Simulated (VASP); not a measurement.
# Ga (Pm-3m) in VASP: notebook

Runs on Ga. Level: PBE. Tasks: relaxation of cell and atoms.

Program: VASP 6.6.1. These are calculated values, not measurements. Logs are shortened: lines on timing, memory, paths and dates and some standing lists are left out, and cuts for length are marked.

### Step 1. The cell of the first run

Symmetry: Pm-3m, No. 221, cubic system. Conventional cell: a = 2.016 Å, b = 2.016 Å, c = 2.016 Å, α = 90.00°, β = 90.00°, γ = 90.00°. Ga (site symmetry m-3m) has 6 Ga at 2.02 Å within 2.7 Å.

### Step 2. Relaxation of cell and atoms, PBE, target pressure 330 GPa, at which the enthalpy is minimised

INCAR reads:

```
SYSTEM = Ga
ALGO = Normal
EDIFF = 1E-7
EDIFFG = -0.005
ENCUT = 600
GGA = PE
IBRION = 2
ISIF = 3
ISMEAR = -1
LASPH = .True.
LCHARG = .False.
LREAL = .False.
LWAVE = .False.
NELM = 60
NSW = 60
PREC = Accurate
PSTRESS = 3300.0
SIGMA = 0.05
```

KPOINTS reads:

```
k-points
0
Gamma
  19 19 19
  0 0 0
```

POSCAR reads:

```
Ga
1.0
    2.0157253460      0.0000000000      0.0000000000
    0.0000000000      2.0157253460      0.0000000000
    0.0000000000      0.0000000000      2.0157253460
Ga
1
Direct
    0.0000000000      0.0000000000      0.0000000000
```

Potentials or basis: VASP PAW PBE potentials, release 64 (Ga_d).

Launch:

```
> cat potpaw_PBE.64/Ga_d/POTCAR > POTCAR
> mpirun -np 1 vasp_std > vasp.out
```

OUTCAR:

```text
SYSTEM = Ga
   EDIFF = 1E-7
   EDIFFG = -0.005
   ENCUT = 600
   GGA = PE
   IBRION = 2
   ISIF = 3
   ISMEAR = -1
   LASPH = .True.
   LREAL = .False.
   NELM = 60
   NSW = 60
   PREC = Accurate
   PSTRESS = 3300.0

 ion  position               nearest neighbor table
   1  0.000  0.000  0.000-

  LATTYP: Found a simple cubic cell.
 ALAT       =     2.0157253460

  Lattice vectors:

 A1 = (   2.0157253460,   0.0000000000,   0.0000000000)
 A2 = (   0.0000000000,   2.0157253460,   0.0000000000)
 A3 = (   0.0000000000,   0.0000000000,   2.0157253460)

Analysis of symmetry for initial positions (statically):
=====================================================================
 Subroutine PRICEL returns:
 Original cell was already a primitive cell.

 Routine SETGRP: Setting up the symmetry group for a
 simple cubic supercell.

 Subroutine GETGRP returns: Found 48 space group operations
 (whereof 48 operations were pure point group operations)
 out of a pool of 48 trial point group operations.

The static configuration has the point symmetry O_h .

Analysis of symmetry for dynamics (positions and initial velocities):
=====================================================================
 Subroutine PRICEL returns:
 Original cell was already a primitive cell.

 Routine SETGRP: Setting up the symmetry group for a
 simple cubic supercell.

 Subroutine GETGRP returns: Found 48 space group operations
 (whereof 48 operations were pure point group operations)
 out of a pool of 48 trial point group operations.

The dynamic configuration has the point symmetry O_h .

 Subroutine INISYM returns: Found 48 space group operations
 (whereof 48 operations are pure point group operations),
 and found     1 'primitive' translations

----------------------------------------------------------------------------------------

                                     Primitive cell

  volume of cell :       8.1902

  direct lattice vectors                    reciprocal lattice vectors
     2.015725346  0.000000000  0.000000000     0.496099333  0.000000000  0.000000000
     0.000000000  2.015725346  0.000000000     0.000000000  0.496099333  0.000000000
     0.000000000  0.000000000  2.015725346     0.000000000  0.000000000  0.496099333

  length of vectors
     2.015725346  2.015725346  2.015725346     0.496099333  0.496099333  0.496099333

  position of ions in fractional coordinates (direct lattice)
     0.000000000  0.000000000  0.000000000

  ion indices of the primitive-cell ions
   primitive index   ion index
                 1           1

----------------------------------------------------------------------------------------

 KPOINTS: k-points

Automatic generation of k-mesh.
 Grid dimensions read from file:
 generate k-points for:   19   19   19

 Generating k-lattice:

  Cartesian coordinates                     Fractional coordinates (reciprocal lattice)
     0.026110491  0.000000000  0.000000000     0.052631579  0.000000000  0.000000000
     0.000000000  0.026110491  0.000000000     0.000000000  0.052631579  0.000000000
     0.000000000  0.000000000  0.026110491     0.000000000  0.000000000  0.052631579

  Length of vectors
     0.026110491  0.026110491  0.026110491

  Shift w.r.t. Gamma in fractional coordinates (k-lattice)
     0.000000000  0.000000000  0.000000000

 Subroutine IBZKPT returns following result:
 ===========================================

 Found    220 irreducible k-points:

 Following reciprocal coordinates:
            Coordinates               Weight
  0.000000  0.000000  0.000000      1.000000
  0.052632  0.000000  0.000000      6.000000
  0.105263  0.000000  0.000000      6.000000
  0.157895  0.000000  0.000000      6.000000
  0.210526  0.000000  0.000000      6.000000
  0.263158  0.000000  0.000000      6.000000
[... 16 lines left out ...]
  0.263158  0.105263  0.000000     24.000000
  0.315789  0.105263  0.000000     24.000000
 [... further k-points ...]
   k-points           NKPTS =    220   k-points in BZ     NKDIM =    220   number of bands    NBANDS=     10
   number of dos      NEDOS =    301   number of ions     NIONS =      1
   total plane-waves  NPLWV =   4096
   dimension x,y,z NGX =    16 NGY =   16 NGZ =   16
   dimension x,y,z NGXF=    32 NGYF=   32 NGZF=   32
   ions per type =               1
   NGX,Y,Z   is equivalent  to a cutoff of  13.20, 13.20, 13.20 a.u.
   NGXF,Y,Z  is equivalent  to a cutoff of  26.39, 26.39, 26.39 a.u.
 SYSTEM =  Ga
   PREC   = accura    normal or accurate (medium, high low for compatibility)
   ISTART =      0    job   : 0-new  1-cont  2-samecut
   ICHARG =      2    charge: 1-file 2-atom 10-const
   ISPIN  =      1    spin polarized calculation?
   LNONCOLLINEAR =      F non collinear calculations
   LSORBIT =      F    spin-orbit coupling
   LASPH  =      T    aspherical Exc in radial PAW
   ENCUT  =  600.0 eV  44.10 Ry    6.64 a.u.   4.03  4.03  4.03*2*pi/ulx,y,z
   NELM   =     60;   NELMIN=  2; NELMDL= -5     # of ELM steps
   EDIFF  = 0.1E-06   stopping-criterion for ELM
   LREAL  =      F    real-space projection
   EDIFFG = -.5E-02   stopping-criterion for IOM
   NSW    =     60    number of steps for IOM
   IBRION =      2    ionic relax: 0-MD 1-quasi-New 2-CG
   NFREE  =      1    steps in history (QN), initial steepest desc. (CG)
   ISIF   =      3    stress and relaxation
   ISYM   =      2    0-nonsym 1-usesym 2-fastsym
   POTIM  = 0.5000    time-step for ionic-motion
   TEBEG  =    0.0;   TEEND  =   0.0 temperature during run
   PSTRESS= 3300.0 pullay stress
   NELECT =      13.0000    total number of electrons
   NUPDOWN=      -1.0000    fix difference up-down
   EMIN   =  10.00;   EMAX   =-10.00  energy-range for DOS
   EFERMI =   0.00;   METHOD = LEGACY
   ISMEAR =    -1;   SIGMA  =   0.05  broadening in eV -4-tet -1-fermi 0-gaus
   EFERMI_NEDOS =   21; number of points for ismear=-14 and -15
   IALGO  =     38    algorithm
   IMIX   =      4    mixing-type and parameters
     AMIX     =   0.40;   BMIX     =  1.00
     AMIX_MAG =   1.60;   BMIX_MAG =  1.00
  volume/ion in A,a.u.               =       8.19        55.27
  Fermi-wavevector in a.u.,A,eV,Ry     =   1.909668  3.608750 49.618172  3.646833
  Thomas-Fermi vector in A             =   2.946679
   LORBIT       =      0    0 simple, 1 ext, 2 COOP (PROOUT), +10 PAW based schemes
   GGA     = PE    functional components
   LHFCALC =     F    Hartree Fock is set to
   AEXX    =    0.0000 exact exchange contribution
   IVDW    =     0    specifies the selected vdW correction
   LEPSILON=     F    determine dielectric tensor
   LRPA    =     F    only Hartree local field effects (RPA)
 conjugate gradient relaxation of ions
 non-spin polarized calculation
  energy-cutoff  :      600.00
  volume of cell :        8.19
 maximum number of plane-waves:       288
   NGX =  9   NGY =  9   NGZ =  9

--------------------------------------- Ionic step        1  -------------------------------------------

 number of electron      13.0000018 magnetization

 Free energy of the ion-electron system (eV)
  ---------------------------------------------------
  ext. energy  EPLUGINS =         0.00000000
  ---------------------------------------------------
  free energy    TOTEN  =         3.03812914 eV

  energy without entropy =        3.04043757  energy(sigma->0) =        3.03928336

------------------------ aborting loop because EDIFF is reached ----------------------------------------

  FORCE on cell =-STRESS in cart. coord.  units (eV):
  Direction    XX          YY          ZZ          XY          YZ          ZX
  --------------------------------------------------------------------------------------
  -------------------------------------------------------------------------------------
  Total       19.0623675     19.0623675     19.0623675      0.0000000      0.0000000      0.0000000
  in kB     3729.0082964   3729.0082964   3729.0082964      0.0000000      0.0000000      0.0000000
  external PRESSURE =     429.0082964 kB  Pullay stress =    3300.0000000 kB

 VOLUME and BASIS-vectors are now :
 -----------------------------------------------------------------------------
  energy-cutoff  :      600.00
  volume of cell :        8.19
      direct lattice vectors                 reciprocal lattice vectors
     2.015725346  0.000000000  0.000000000     0.496099333  0.000000000  0.000000000
     0.000000000  2.015725346  0.000000000     0.000000000  0.496099333  0.000000000
     0.000000000  0.000000000  2.015725346     0.000000000  0.000000000  0.496099333
[... 81 lines left out ...]
  FREE ENERGIE OF THE ION-ELECTRON SYSTEM (eV)
  ---------------------------------------------------
  free  energy   TOTEN  =         2.3117217133 eV

  energy  without entropy=        2.3140854037  energy(sigma->0) =        2.31290356

  enthalpy is  TOTEN    =        19.8713927333 eV   P V=       17.5596710200

--------------------------------------- Ionic step        4  -------------------------------------------

 number of electron      13.0000013 magnetization

 Free energy of the ion-electron system (eV)
  ---------------------------------------------------
  ext. energy  EPLUGINS =         0.00000000
  ---------------------------------------------------
  free energy    TOTEN  =         2.41099274 eV

  energy without entropy =        2.41334962  energy(sigma->0) =        2.41217118

 E-fermi :  16.3168     XC(G=0): -15.6648

 val. band max:       16.3143520703   @ k =   0.3158   0.1053   0.0000
 cond. band min:      16.3305874789   @ k =   0.3684   0.2105   0.2105
 fundamental gap:      0.0162354086
 Fermi energy:        16.3168228788

 k-point     1 :       0.0000    0.0000    0.0000
  band No.  band energies     occupation
      1      -3.0596      2.00000
      2      -2.7754      2.00000
      3      -2.7754      2.00000
      4       0.3383      2.00000
      5       0.3383      2.00000
      6       0.3383      2.00000
      7      32.2864      0.00000
      8      32.2864      0.00000
      9      32.2864      0.00000
     10      36.3222      0.00000

 k-point     2 :       0.0526    0.0000    0.0000
  band No.  band energies     occupation
      1      -2.9604      2.00000
      2      -2.7663      2.00000
      3      -2.7247      2.00000
      4       0.3119      2.00000
      5       0.3119      2.00000
      6       0.3405      2.00000
      7      30.4760      0.00000
      8      32.4207      0.00000
      9      32.4207      0.00000
     10      36.3684      0.00000
[... 274 lines left out ...]
 k-point    24 :       0.3158    0.1053    0.0000
  band No.  band energies     occupation
      1      -2.4275      2.00000
      2      -1.9011      2.00000
      3      -0.6749      2.00000
      4      -0.3048      2.00000
      5       0.3003      2.00000
      6       1.8144      2.00000
      7      16.3144      1.02470
      8      31.3840      0.00000
      9      37.3428      0.00000
     10      39.8160      0.00000

 [... further k-points ...]
[... 5 lines left out ...]
  --------------------------------------------------------------------------------------
  -------------------------------------------------------------------------------------
  Total       17.4586293     17.4586293     17.4586293     -0.0000000     -0.0000000      0.0000000
  in kB     3299.8731769   3299.8731769   3299.8731769     -0.0000000     -0.0000000      0.0000000
  external PRESSURE =      -0.1268231 kB  Pullay stress =    3300.0000000 kB

 VOLUME and BASIS-vectors are now :
 -----------------------------------------------------------------------------
  energy-cutoff  :      600.00
  volume of cell :        8.48
      direct lattice vectors                 reciprocal lattice vectors
     2.038955867  0.000000000  0.000000000     0.490447104 -0.000000000  0.000000000
     0.000000000  2.038955867  0.000000000     0.000000000  0.490447104 -0.000000000
    -0.000000000  0.000000000  2.038955867     0.000000000 -0.000000000  0.490447104

 POSITION                                       TOTAL-FORCE (eV/Angst)
 -----------------------------------------------------------------------------------
      0.00000      0.00000      0.00000         0.000000     -0.000000      0.000000
 -----------------------------------------------------------------------------------
    total drift:                               -0.000000     -0.000000      0.000000

  FREE ENERGIE OF THE ION-ELECTRON SYSTEM (eV)
  ---------------------------------------------------
  free  energy   TOTEN  =         2.4109927366 eV

  energy  without entropy=        2.4133496152  energy(sigma->0) =        2.41217118

  enthalpy is  TOTEN    =        19.8702930032 eV   P V=       17.4593002666

 reached required accuracy - stopping structural energy minimisation
```

Run time: 26 s. Hardware: 1 thread of Intel Xeon Platinum 8259CL at 2.50GHz (Skylake/Cascade Lake), shared host; peak memory 0.14 GiB.

Results:

* Free energy: 2.4110 eV
* Relaxed volume: 8.48 Å³/atom
* Relaxed cell: a = 2.039 Å, b = 2.039 Å, c = 2.039 Å, α = 90.00°, β = 90.00°, γ = 90.00°
* Space group after relaxing (to 0.05 Å): Pm-3m (No. 221)
* Energy change on relaxing (the enthalpy is what falls): -627.1 meV/atom
* Ionic steps: 4
* Pressure after relaxing: 330.0 GPa

Step by step:
| step | energy change (eV) | largest force (eV/Å) | pressure (GPa) | volume (Å³) |
| --- | --- | --- | --- | --- |
| 1 | 0.0000 | 0.0000 | 372.90 | 8.19 |
| 2 | -3.9551 | 0.0000 | 120.30 | 11.07 |
| 3 | -0.7264 | 0.0000 | 323.08 | 8.53 |
| 4 | -0.6271 | 0.0000 | 329.99 | 8.48 |

Final structure:
```
CELL_PARAMETERS angstrom
2.03896 0.00000 0.00000
0.00000 2.03896 0.00000
0.00000 0.00000 2.03896
ATOMIC_POSITIONS crystal
Ga 0.00000 0.00000 0.00000
```

Levels at points of the mesh, in eV from the Fermi level:
```
           k point  band 2  band 3  band 4  band 5  band 6  band 7  band 8  band 9  band 10
(0.00, 0.00, 0.00)  -19.09  -19.09  -15.98  -15.98  -15.98   15.97   15.97   15.97    20.01
```

Caveat: the cell is relaxed towards a set pressure, so the enthalpy falls and the energy may rise.

(Continued in part 2 of 2.)
